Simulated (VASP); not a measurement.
Write the native input for VASP 6.6.1 that does the following.

| Item | Value |
| --- | --- |
| Task | relaxation of cell and atoms |
| Functional | BLYP |
| Potentials or basis | VASP PAW PBE potentials, release 64 (Hf_pv) |
| Cutoff | 600 eV |
| k mesh | 12 × 12 × 12 |
| Occupations | fermi-dirac, width 0.1 eV |
| Spin | no spin polarisation |
| Dipole correction | no |
| Further INCAR settings | ALGO = Normal; EDIFF = 1e-06; IBRION = 2; EDIFFG = -0.01; NSW = 80; ISIF = 3 |

The structure of Hf lies in POSCAR:

```
Hf
1.0
    0.0000000000      2.2367213568      2.2367213568
    2.2367213568      0.0000000000      2.2367213568
    2.2367213568      2.2367213568      0.0000000000
Hf
1
Direct
    0.0000000000      0.0000000000      0.0000000000
```

The input as run:

INCAR

```
AGGAC = 1.0
AGGAX = 1.0
ALDAC = 0.0
ALDAX = 1.0
ALGO = Normal
EDIFF = 1E-6
EDIFFG = -0.01
ENCUT = 600
GGA = B5
IBRION = 2
ISIF = 3
ISMEAR = -1
LASPH = True
LCHARG = False
LREAL = False
LWAVE = False
NELM = 60
NSW = 80
PREC = Accurate
SIGMA = 0.1
```

KPOINTS

```
k-points
0
Gamma
  12 12 12
```

Potentials or basis: VASP PAW PBE potentials, release 64 (Hf_pv).

Command:

```sh
$ cat potpaw_PBE.64/Hf_pv/POTCAR > POTCAR
$ mpirun -np 1 vasp_std > vasp.out
```

It gave:

```yaml
Relaxed_volume: 23.17 Å³/atom
Relaxed_cell: a = 3.200 Å, b = 3.200 Å, c = 3.200 Å, α = 60.00°, β = 60.00°, γ = 60.00°
Space_group_after_relaxing_to_0.05_Å: Fm-3m (No. 225)
Energy_gained_by_relaxing: 8.4 meV/atom
Ionic_steps: 3
Pressure_after_relaxing: 0.0 GPa
Band_gap_on_the_k_mesh: zero (band 5 reaches 6.30 eV, above the bottom of band 6 at 4.64 eV)
```

Caveat: the PAW data sets were made with another functional, which shifts forces and pressure a little; spin-orbit coupling is left out, which moves the levels of the heavy elements.

It took 28 s on 1 thread of Intel(R) Xeon(R) 6975P-C (Granite Rapids), on a shared host, peak memory 0.17 GiB.
